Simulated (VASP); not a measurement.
# Si (P1) in VASP: further runs

The runs below take Si through single point, with HSE06.

Program: VASP 6.6.1. These are calculated values, not measurements. Logs are shortened: lines on timing, memory, paths and dates and some standing lists are left out, and cuts for length are marked.

## (1) The cell of the first run

The typed cell holds 8 atoms: a = 7.699 Å, b = 7.699 Å, c = 3.849 Å, α = 60.00°, β = 60.00°, γ = 60.00°.

## (2) Single point, HSE06

POSCAR reads:

```
Si
1.0
    0.0000000000      5.4437020000      5.4437020000
    5.4437020000      0.0000000000      5.4437020000
    2.7218510000      2.7218510000      0.0000000000
Si
8
Direct
    0.1371490000      0.1215560000      0.2541030000
    0.0007610000      0.0043390000     -0.0145700000
    0.1228450000      0.6210960000      0.2388330000
   -0.0043840000      0.4973370000     -0.0029800000
    0.6202890000      0.1271930000      0.2443110000
    0.4833850000      0.0061870000     -0.0040720000
    0.6211380000      0.6263950000      0.2523890000
    0.5002740000      0.4955600000      0.0019910000
```

INCAR.step1 reads:

```
SYSTEM = Si
  ALGO = Normal
  EDIFF = 1E-5
  ENCUT = 400
  GGA = PE
  GGA_COMPAT = .False.
  ISIF = 2
  ISMEAR = 0
  LASPH = .True.
  LCHARG = .False.
  LREAL = .False.
  LWAVE = .True.
  NBANDS = 26
  NELM = 120
  PREC = Accurate
  SIGMA = 0.01
```

INCAR.step2 reads:

```
SYSTEM = Si
  ALGO = Normal
  EDIFF = 1E-6
  ENCUT = 400
  GGA = PE
  GGA_COMPAT = .False.
  HFSCREEN = 0.2079
  ISIF = 2
  ISMEAR = 0
  ISTART = 1
  LASPH = .True.
  LCHARG = .False.
  LHFCALC = .True.
  LREAL = .False.
  LWAVE = .False.
  NBANDS = 26
  NELM = 120
  PREC = Accurate
  PRECFOCK = Normal
  SIGMA = 0.01
```

KPOINTS reads:

```
k-points
0
Gamma
  1 1 1
  0 0 0
```

Potentials or basis: VASP PAW PBE potentials, release 64 (Si).

The run is started by

```console
cat potpaw_PBE.64/Si/POTCAR > POTCAR
cp INCAR.step1 INCAR
mpirun -np 1 vasp_gam > vasp.out
cp INCAR.step2 INCAR
mpirun -np 1 vasp_gam > vasp.out
```

OUTCAR:

```text
SYSTEM = Si
   EDIFF = 1E-6
   ENCUT = 400
   GGA = PE
   HFSCREEN = 0.2079
   ISIF = 2
   ISMEAR = 0
   ISTART = 1
   LASPH = .True.
   LHFCALC = .True.
   LREAL = .False.
   NELM = 120
   PREC = Accurate
   PRECFOCK = Normal

 ion  position               nearest neighbor table
   1  0.137  0.122  0.254-   6 2.18   2 2.30   4 2.37   2 2.44
   2  0.001  0.004  0.985-   1 2.30   5 2.39   3 2.41   1 2.44
   3  0.123  0.621  0.239-   4 2.34   8 2.37   4 2.38   2 2.41
   4  0.996  0.497  0.997-   3 2.34   7 2.35   1 2.37   3 2.38
   5  0.620  0.127  0.244-   8 2.32   6 2.36   2 2.39   6 2.40
   6  0.483  0.006  0.996-   1 2.18   5 2.36   7 2.39   5 2.40
   7  0.621  0.626  0.252-   4 2.35   8 2.36   8 2.37   6 2.39
   8  0.500  0.496  0.002-   5 2.32   7 2.36   7 2.37   3 2.37

  LATTYP: Found a base centered orthorhombic cell.
 ALAT       =     7.6985571979
 B/A-ratio  =     1.4142135624
 C/A-ratio  =     0.5000000000

  Lattice vectors:

 A1 = (  -2.7218510000,   2.7218510000,  -5.4437020000)
 A2 = (  -2.7218510000,   2.7218510000,   5.4437020000)
 A3 = (   2.7218510000,   2.7218510000,   0.0000000000)

Analysis of symmetry for initial positions (statically):
=====================================================================
 Subroutine PRICEL returns:
 Original cell was already a primitive cell.

 Routine SETGRP: Setting up the symmetry group for a
 base centered orthorhombic supercell.

 Subroutine GETGRP returns: Found  1 space group operations
 (whereof  1 operations were pure point group operations)
 out of a pool of  8 trial point group operations.

The static configuration has the point symmetry C_1 .

Analysis of symmetry for dynamics (positions and initial velocities):
=====================================================================
 Subroutine PRICEL returns:
 Original cell was already a primitive cell.

 Routine SETGRP: Setting up the symmetry group for a
 base centered orthorhombic supercell.

 Subroutine GETGRP returns: Found  1 space group operations
 (whereof  1 operations were pure point group operations)
 out of a pool of  8 trial point group operations.

The dynamic configuration has the point symmetry C_1 .

 Subroutine INISYM returns: Found  1 space group operations
 (whereof  1 operations are pure point group operations),
 and found     1 'primitive' translations

----------------------------------------------------------------------------------------

                                     Primitive cell

  volume of cell :     161.3181

  direct lattice vectors                    reciprocal lattice vectors
     0.000000000  5.443702000  5.443702000    -0.091849260  0.091849260  0.091849260
     5.443702000  0.000000000  5.443702000     0.091849260 -0.091849260  0.091849260
     2.721851000  2.721851000  0.000000000     0.183698520  0.183698520 -0.183698520

  length of vectors
     7.698557198  7.698557198  3.849278599     0.159087585  0.159087585  0.318175170

  position of ions in fractional coordinates (direct lattice)
     0.137149000  0.121556000  0.254103000
     0.000761000  0.004339000  0.985430000
     0.122845000  0.621096000  0.238833000
     0.995616000  0.497337000  0.997020000
     0.620289000  0.127193000  0.244311000
     0.483385000  0.006187000  0.995928000
     0.621138000  0.626395000  0.252389000
     0.500274000  0.495560000  0.001991000

  ion indices of the primitive-cell ions
   primitive index   ion index
                 1           1
                 2           2
                 3           3
                 4           4
                 5           5
                 6           6
                 7           7
                 8           8

----------------------------------------------------------------------------------------

 KPOINTS: k-points

Automatic generation of k-mesh.
 Grid dimensions read from file:
 generate k-points for:    1    1    1

 Generating k-lattice:

  Cartesian coordinates                     Fractional coordinates (reciprocal lattice)
    -0.091849260  0.091849260  0.091849260     1.000000000  0.000000000  0.000000000
     0.091849260 -0.091849260  0.091849260     0.000000000  1.000000000  0.000000000
     0.183698520  0.183698520 -0.183698520     0.000000000  0.000000000  1.000000000

  Length of vectors
     0.159087585  0.159087585  0.318175170

  Shift w.r.t. Gamma in fractional coordinates (k-lattice)
     0.000000000  0.000000000  0.000000000

 Subroutine IBZKPT returns following result:
 ===========================================

 Found      1 irreducible k-points:

 Following reciprocal coordinates:
            Coordinates               Weight
  0.000000  0.000000  0.000000      1.000000
   k-points           NKPTS =      1   k-points in BZ     NKDIM =      1   number of bands    NBANDS=     26
   number of dos      NEDOS =    301   number of ions     NIONS =      8
   total plane-waves  NPLWV =  70000
   dimension x,y,z NGX =    50 NGY =   50 NGZ =   28
   dimension x,y,z NGXF=   100 NGYF=  100 NGZF=   56
   ions per type =               8
   NGX,Y,Z   is equivalent  to a cutoff of  10.80, 10.80, 12.09 a.u.
   NGXF,Y,Z  is equivalent  to a cutoff of  21.59, 21.59, 24.19 a.u.
 SYSTEM =  Si
   PREC   = accura    normal or accurate (medium, high low for compatibility)
   ISTART =      1    job   : 0-new  1-cont  2-samecut
   ICHARG =      0    charge: 1-file 2-atom 10-const
   ISPIN  =      1    spin polarized calculation?
   LNONCOLLINEAR =      F non collinear calculations
   LSORBIT =      F    spin-orbit coupling
   LASPH  =      T    aspherical Exc in radial PAW
   ENCUT  =  400.0 eV  29.40 Ry    5.42 a.u.  12.55 12.55  6.28*2*pi/ulx,y,z
   NELM   =    120;   NELMIN=  2; NELMDL=  0     # of ELM steps
   EDIFF  = 0.1E-05   stopping-criterion for ELM
   LREAL  =      F    real-space projection
   EDIFFG = 0.1E-04   stopping-criterion for IOM
   NSW    =      0    number of steps for IOM
   IBRION =     -1    ionic relax: 0-MD 1-quasi-New 2-CG
   NFREE  =      0    steps in history (QN), initial steepest desc. (CG)
   ISIF   =      2    stress and relaxation
   ISYM   =      3    0-nonsym 1-usesym 2-fastsym
   POTIM  = 0.5000    time-step for ionic-motion
   TEBEG  =    0.0;   TEEND  =   0.0 temperature during run
   PSTRESS=    0.0 pullay stress
   NELECT =      32.0000    total number of electrons
   NUPDOWN=      -1.0000    fix difference up-down
   EMIN   =  10.00;   EMAX   =-10.00  energy-range for DOS
   EFERMI =   0.00;   METHOD = LEGACY
   ISMEAR =     0;   SIGMA  =   0.01  broadening in eV -4-tet -1-fermi 0-gaus
   EFERMI_NEDOS =   21; number of points for ismear=-14 and -15
   IALGO  =     38    algorithm
   IMIX   =      1    mixing-type and parameters
     AMIX     =   0.40;   BMIX     =  1.00
     AMIX_MAG =   1.60;   BMIX_MAG =  1.00
  volume/ion in A,a.u.               =      20.16       136.08
  Fermi-wavevector in a.u.,A,eV,Ry     =   0.954766  1.804247 12.402785  0.911579
  Thomas-Fermi vector in A             =   2.083543
   LORBIT       =      0    0 simple, 1 ext, 2 COOP (PROOUT), +10 PAW based schemes
   GGA     = PE    functional components
   LHFCALC =     T    Hartree Fock is set to
   PRECFOCK=normal    Normal, Fast or Accurate (Low or Medium for compatibility)
   ENCUT4O =  -1.0   cutoff for four orbital integrals eV
   NKREDX  =     1    reduce k-point grid by
   NKREDY  =     1    reduce k-point grid by
   NKREDZ  =     1    reduce k-point grid by
   AEXX    =    0.2500 exact exchange contribution
   HFSCREEN=    0.2079 screening length (either q_TF or 0.3 A-1)
   HFSCREENC=   0.2079 screening length for correlation (either q_TF or 0.3 A-1)
   ENCUTFOCK=  -1.0 apply spherical cutoff to Coloumb kernel
   IVDW    =     0    specifies the selected vdW correction
   LEPSILON=     F    determine dielectric tensor
   LRPA    =     F    only Hartree local field effects (RPA)
 non-spin polarized calculation
 Gauss-broadening in eV      SIGMA  =   0.01
  energy-cutoff  :      400.00
  volume of cell :      161.32
 maximum number of plane-waves:      1487
 NGX is ok and might be reduce to    50
  NGX = 40; NGY = 40; NGZ = 20

 number of electron      32.0000000 magnetization

 Free energy of the ion-electron system (eV)
  ---------------------------------------------------
  ext. energy  EPLUGINS =         0.00000000
  ---------------------------------------------------
  free energy    TOTEN  =       -31.59394327 eV

  energy without entropy =      -31.59394327  energy(sigma->0) =      -31.59394327

 E-fermi :   5.7540     XC(G=0):  -7.6408

 val. band max:        5.6621400692   @ k =   0.0000   0.0000   0.0000
 cond. band min:       6.9736939710   @ k =   0.0000   0.0000   0.0000
 fundamental gap:      1.3115539018
 Fermi energy:         5.7540323016

 k-point     1 :       0.0000    0.0000    0.0000
  band No.  band energies     occupation
      1      -7.4732      2.00000
      2      -4.9145      2.00000
      3      -4.7864      2.00000
      4      -2.9986      2.00000
      5      -2.7878      2.00000
      6      -2.0538      2.00000
[... 18 lines left out ...]
     25       9.8934      0.00000
     26      10.2438      0.00000

------------------------ aborting loop because EDIFF is reached ----------------------------------------

  FORCE on cell =-STRESS in cart. coord.  units (eV):
  Direction    XX          YY          ZZ          XY          YZ          ZX
  --------------------------------------------------------------------------------------
  -------------------------------------------------------------------------------------
  Total       14.8423292     14.4537032      7.4074096      8.3853131      0.0817113     -2.0086171
  in kB      147.4109058    143.5511534     73.5688411     83.2811738      0.8115396    -19.9491646
  external PRESSURE =     121.5103001 kB  Pullay stress =       0.0000000 kB

 VOLUME and BASIS-vectors are now :
 -----------------------------------------------------------------------------
  energy-cutoff  :      400.00
  volume of cell :      161.32
      direct lattice vectors                 reciprocal lattice vectors
     0.000000000  5.443702000  5.443702000    -0.091849260  0.091849260  0.091849260
     5.443702000  0.000000000  5.443702000     0.091849260 -0.091849260  0.091849260
     2.721851000  2.721851000  0.000000000     0.183698520  0.183698520 -0.183698520

 POSITION                                       TOTAL-FORCE (eV/Angst)
 -----------------------------------------------------------------------------------
      1.35335      1.43823      1.40831         0.289221     -2.549628     -1.034594
      2.70581      2.68634      0.02776         0.813265      1.712497     -0.310716
      4.03113      1.31880      4.04979         0.431532      0.042218      0.140353
      5.42109      8.13358      8.12719        -0.484584     -0.200702      0.244179
      1.35738      4.04165      4.06907        -0.480249     -0.461436     -0.232606
      2.74445      5.34217      2.66508        -0.988688      1.663324      1.244886
      4.09687      4.06826      6.79120         0.045424     -0.202180     -0.197879
      2.70310      2.72876      5.42102         0.374079     -0.004094      0.146378
 -----------------------------------------------------------------------------------
    total drift:                               -0.000013     -0.000090     -0.000060

  FREE ENERGIE OF THE ION-ELECTRON SYSTEM (eV)
  ---------------------------------------------------
  free  energy   TOTEN  =       -31.5939432728 eV

  energy  without entropy=      -31.5939432728  energy(sigma->0) =      -31.59394327
```

It took 38 s on 1 thread of Intel Xeon 6975P-C (Granite Rapids), shared host; peak memory 0.34 GiB.

What came out:

```
Free energy   : -31.5939 eV
Pressure      : 12.2 GPa
Largest force : 2.767 eV/Å
```

Forces in eV/Å, atoms in the order of the input:
```
Si   0.289 -2.550 -1.035
Si   0.813  1.712 -0.311
Si   0.432  0.042  0.140
Si  -0.485 -0.201  0.244
Si  -0.480 -0.461 -0.233
Si  -0.989  1.663  1.245
Si   0.045 -0.202 -0.198
Si   0.374 -0.004  0.146
```

Caveat: the k points lie up to 1.63 Å⁻¹ apart; the PAW data sets were made with another functional, which shifts forces and pressure a little.

## (3) Single point, HSE06

POSCAR is that of step 2.

INCAR.step1 reads:

```
PREC = Accurate ; ENCUT = 400
EDIFF = 1E-5 ; ISMEAR = 0
SIGMA = 0.01 ; LREAL = False
LASPH = True ; NELM = 120
ALGO = Normal ; ISIF = 2
LWAVE = True ; GGA = PE
NBANDS = 26 ; GGA_COMPAT = False
```

INCAR.step2 reads:

```
PREC = Accurate ; ENCUT = 400
EDIFF = 1E-6 ; ISMEAR = 0
SIGMA = 0.01 ; LREAL = False
LASPH = True ; NELM = 120
ALGO = Normal ; ISIF = 2
LWAVE = False ; LCHARG = True
GGA = PE ; LHFCALC = True
HFSCREEN = 0.2079 ; PRECFOCK = Normal
LELF = True ; LVHAR = True
ISTART = 1 ; NBANDS = 26
GGA_COMPAT = False
```

KPOINTS reads:

```
Automatic mesh
0
Gamma
  1 1 1
```

Potentials or basis: VASP PAW PBE potentials, release 64 (Si).

The run is started by

```console
cat potpaw_PBE.64/Si/POTCAR > POTCAR
cp INCAR.step1 INCAR
mpirun -np 1 vasp_gam > vasp.out
cp INCAR.step2 INCAR
mpirun -np 1 vasp_gam > vasp.out
```

Wall time 40 s (1 thread of Intel Xeon 6975P-C (Granite Rapids), shared host); peak memory 0.34 GiB.

It converged, with:

```
Free energy   : -31.5939 eV
Pressure      : 12.2 GPa
Largest force : 2.767 eV/Å
```

Forces on the atoms (eV/Å):
```
Si   0.289 -2.550 -1.035
Si   0.813  1.712 -0.311
Si   0.432  0.042  0.140
Si  -0.485 -0.201  0.244
Si  -0.480 -0.461 -0.233
Si  -0.989  1.663  1.245
Si   0.045 -0.202 -0.198
Si   0.374 -0.004  0.146
```

Stress tensor (GPa, compression positive):
```
14.74  8.33 -1.99
 8.33 14.36  0.08
-1.99  0.08  7.36
```

Levels at points of the mesh, in eV from the Fermi level:
| k point | band 14 | band 15 | band 16 | band 17 | band 18 | band 19 |
| --- | --- | --- | --- | --- | --- | --- |
| (0.00, 0.00, 0.00) | -0.46 | -0.33 | -0.09 | 1.22 | 1.58 | 2.38 |

Caveat: the k points lie up to 1.63 Å⁻¹ apart; the PAW data sets were made with another functional, which shifts forces and pressure a little.
